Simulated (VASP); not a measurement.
## Ag: single point with LDA

Ag:

```
Ag
1.0
    -1.65565    1.65565    1.65565
     1.65565   -1.65565    1.65565
     1.65565    1.65565   -1.65565
Ag
1
Direct
  0.00000 0.00000 0.00000
```

- Program: VASP 6.6.1
- Task: single point
- Functional: LDA
- Potentials or basis: VASP PAW LDA potentials, release 64 (Ag)
- Cutoff: 520 eV
- k mesh: 6 × 6 × 6
- Occupations: fermi-dirac, width 0.05 eV
- Spin: no spin polarisation
- Dipole correction: no
- Further INCAR settings: ALGO = Fast; EDIFF = 1e-06; NBANDS = 12

```json
{"Pressure": "-11.1 GPa"}
```

Levels at points of the mesh, in eV from the Fermi level:
| k point | band 2 | band 3 | band 4 | band 5 | band 6 | band 7 | band 8 | band 9 |
| --- | --- | --- | --- | --- | --- | --- | --- | --- |
| (0.00, 0.00, 0.00) | -4.84 | -4.84 | -4.84 | -3.61 | -3.61 | 17.59 | 17.59 | 17.59 |
| (0.50, 0.00, 0.00) | -5.54 | -3.67 | -3.50 | -2.70 | -0.11 | 3.61 | 12.94 | 13.63 |
| (0.50, 0.50, 0.50) | -6.11 | -2.92 | -2.92 | -2.92 | 6.48 | 6.48 | 6.48 | 11.68 |

Run time: 5.4 s on 1 thread of Intel Xeon 6975P-C, on a shared host, peak memory 0.13 GiB.

Caveat: the k points lie up to 0.45 Å⁻¹ apart.
